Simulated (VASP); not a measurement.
**Pb: single point with PBE**

The system is Pb.

```
CELL_PARAMETERS angstrom
-1.97966 1.97966 1.97966
1.97966 -1.97966 1.97966
1.97966 1.97966 -1.97966
ATOMIC_POSITIONS crystal
Pb 0.00000 0.00000 0.00000
```

```yaml
Program: VASP 6.6.1
Task: single point
Functional: PBE
Potentials_or_basis: VASP PAW PBE potentials, release 64 (Pb_d)
Cutoff: 520 eV
k_mesh: 9 × 9 × 9
Occupations: gaussian, width 0.02 eV
Spin: no spin polarisation
Dipole_correction: no
Further_INCAR_settings: ALGO = Normal; EDIFF = 1e-06; NBANDS = 13
```

```yaml
Pressure: 0.6 GPa
Band_gap_on_the_k_mesh: zero (band 7 reaches 14.46 eV, above the bottom of band 8 at 5.02 eV)
```

Levels at points of the mesh, in eV from the Fermi level:
```csv
k point,band 3,band 4,band 5,band 6,band 7,band 8,band 9,band 10,band 11,band 12
"(0.00, 0.00, 0.00)",-17.25,-17.03,-17.03,-11.73,7.31,7.31,7.31,10.95,10.95,10.95
```

It took 7.4 s on 1 thread of Intel Xeon 6975P-C, with other jobs on the host, peak memory 0.16 GiB.

Caveat: spin-orbit coupling is left out, which moves the levels of the heavy elements.
